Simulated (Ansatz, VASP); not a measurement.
Two plane-wave programs on CdTe

INCAR

```
PREC = Accurate
ENCUT = 500
EDIFF = 1E-6
ISMEAR = 0
SIGMA = 0.02
LREAL = False
LASPH = True
NELM = 120
ALGO = Normal
ISIF = 2
LWAVE = False
LCHARG = False
GGA = CA
NBANDS = 16
GGA_COMPAT = False
```

The input KPOINTS:

```
Automatic mesh
0
Gamma
  8 8 8
```

Contents of POSCAR:

```
CdTe
1.0
    0.0000000000      3.2046335178      3.2046335178
    3.2046335178      0.0000000000      3.2046335178
    3.2046335178      3.2046335178      0.0000000000
Cd Te
1 1
Direct
    0.0000000000      0.0000000000      0.0000000000
    0.2500000000      0.2500000000      0.2500000000
```

Input for Ansatz:

```yaml
crystal:
  lattice:
    - [0.0, 3.2046335178, 3.2046335178]
    - [3.2046335178, 0.0, 3.2046335178]
    - [3.2046335178, 3.2046335178, 0.0]
  atoms:
    - { symbol: Cd, position: [0.0, 0.0, 0.0] }
    - { symbol: Te, position: [0.25, 0.25, 0.25] }
basis:
  ecutwfc: 420
kpoints:
  mp_grid: { grid: [8, 8, 8] }
  band_path:
    path:
      - [[0.0, 0.0, 0.0], [-0.5, -0.5, 0.0], [-0.375, -0.375, 0.25]]
      - [[-0.375, 0.0, 0.375], [0.0, 0.0, 0.0], [0.0, 0.0, 0.5], [-0.5, -0.25, 0.25], [-0.5, -0.5, 0.0]]
    npoints: 10
hamiltonian:
  xc: lda
  pseudopotentials: { kind: paw, azcp: { folder: soft_1 } }
scf:
  occupations: { method: gaussian, width: 0.02 }
  n_extra_bands: 7
output:
  forces: true
  stress: true
  eigenvalues: true
```

Alike in both runs: task single point; functional LDA; k mesh 8 × 8 × 8; occupations gaussian, width 0.02 eV; no spin polarisation.

|  | VASP | Ansatz |
| --- | --- | --- |
| version | VASP 6.6.1 | Ansatz 0.2.0 |
| potentials or method | VASP PAW LDA potentials, release 64 (Cd, Te), cutoff 500 eV | scalar-relativistic, plane waves, PAW |
| valence electrons in the cell | 18 | 36 |

```csv
,VASP,Ansatz,Ansatz less VASP
gap on the k mesh at the Fermi level (eV),0.65,0.61,-0.042
least direct gap on the mesh (eV),0.65,0.61,-0.042
pressure (GPa),0.3,0.0,-0.26
```

Ansatz warns that its potentials were made for another functional, while VASP's fit it. LDA's correlation is that of Perdew and Zunger in VASP and of Perdew and Wang (1992) in Ansatz. VASP's potentials hold 18 valence electrons a cell and Ansatz's 36, so a difference there can come from the potentials and not from the codes.

Neither program's run includes spin-orbit coupling.
